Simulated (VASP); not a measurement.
Write the native input for VASP 6.6.1 that does the following.

| Quantity | Value |
| --- | --- |
| Task | single point |
| Functional | r2SCAN |
| Potentials or basis | VASP PAW PBE potentials, release 64 (Hf_pv) |
| Cutoff | 520 eV |
| k mesh | 18 × 18 × 18 |
| Occupations | gaussian, width 0.15 eV |
| Spin | no spin polarisation |
| Dipole correction | no |
| Further INCAR settings | ALGO = Normal; EDIFF = 1e-06; NBANDS = 11 |

Crystal: Hf.

```
CELL_PARAMETERS angstrom
-1.71475 1.71475 1.80500
1.71475 -1.71475 1.80500
1.71475 1.71475 -1.80500
ATOMIC_POSITIONS crystal
Hf 0.00000 0.00000 0.00000
```

This cell differs from its parent crystal: strain -0.050 along x and y, +0.000 along z.

These files were run (other wordings do the same):

POSCAR

```
Hf
1.0
   -1.7147500000      1.7147500000      1.8050000000
    1.7147500000     -1.7147500000      1.8050000000
    1.7147500000      1.7147500000     -1.8050000000
Hf
1
Direct
    0.0000000000      0.0000000000      0.0000000000
```

INCAR.step1

```
SYSTEM = Hf
PREC = Accurate
ENCUT = 520
ISMEAR = 0
SIGMA = 0.15
LREAL = .False.
LASPH = .True.
NELM = 80
NBANDS = 11
GGA = PE
ALGO = Normal
EDIFF = 1E-4
LWAVE = .True.
LCHARG = .False.
```

INCAR.step2

```
SYSTEM = Hf
PREC = Accurate
ENCUT = 520
EDIFF = 1E-6
ISMEAR = 0
SIGMA = 0.15
LREAL = .False.
LASPH = .True.
NELM = 80
ALGO = Normal
ISIF = 2
LWAVE = .False.
LCHARG = .False.
METAGGA = R2SCAN
LMIXTAU = .True.
NBANDS = 11
ISTART = 1
```

KPOINTS

```
Automatic mesh
0
Gamma
  18 18 18
  0 0 0
```

Potentials or basis: VASP PAW PBE potentials, release 64 (Hf_pv).

The run is started by

```sh
$ cat potpaw_PBE.64/Hf_pv/POTCAR > POTCAR
$ cp INCAR.step1 INCAR
$ mpirun -np 1 vasp_std > vasp.out
$ cp INCAR.step2 INCAR
$ mpirun -np 1 vasp_std > vasp.out
```

Results of the run:

```json
{
  "Pressure": "4.5 GPa",
  "Band gap on the k mesh": "zero (bands 5 and 6 overlap by 2.41 eV)"
}
```

Caveat: the cell differs from its parent crystal (strain -0.050 along x and y, +0.000 along z); the cell stands under pressure; the PAW data sets were made with another functional, which shifts forces and pressure a little; spin-orbit coupling is left out, which moves the levels of the heavy elements.

It took 5.2 min on 1 thread of Intel Xeon 8259CL (shared host), peak memory 0.24 GiB.
